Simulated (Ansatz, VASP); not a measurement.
## One calculation of Ti2O, two programs

```xyz
3
Lattice="2.9767 0.0000 0.0000 -1.4883 2.5779 0.0000 0.0000 0.0000 4.8054" Properties=species:S:1:pos:R:3 pbc="T T T"
Ti    1.4883    0.8593    1.3395
Ti    0.0000    1.7186    3.4660
O     0.0000    0.0000    0.0000
```

Alike in both runs: task single point; functional PBEsol; k mesh 18 × 18 × 10; occupations gaussian, width 0.1 eV; no spin polarisation.

|  | VASP | Ansatz |
| --- | --- | --- |
| version | VASP 6.6.1 | Ansatz 0.2.0 |
| potentials or method | VASP PAW PBE potentials, release 64 (Ti_sv, O), cutoff 520 eV | scalar-relativistic, plane waves, PAW |
| valence electrons in the cell | 30 | 30 |

|  | VASP | Ansatz | Ansatz less VASP |
| --- | --- | --- | --- |
| gap on the k mesh at the Fermi level (eV) | none | none | - |
| pressure (GPa) | -6.6 | -6.8 | -0.22 |
| traceless stress, the component that is largest in VASP (GPa) | 2.53 | 2.52 | -0.011 |
| rms of the force components (eV/Å) | 0.578 | 0.595 | +0.0172 |

VASP's potentials were made for PBE, not for PBEsol. Atom by atom the forces differ by 0.017 eV/Å (rms over components). A gap of «none» marks a metal or a gap that the smearing closes. The functional is the same, so the differences come from potentials, cutoffs and numerics.
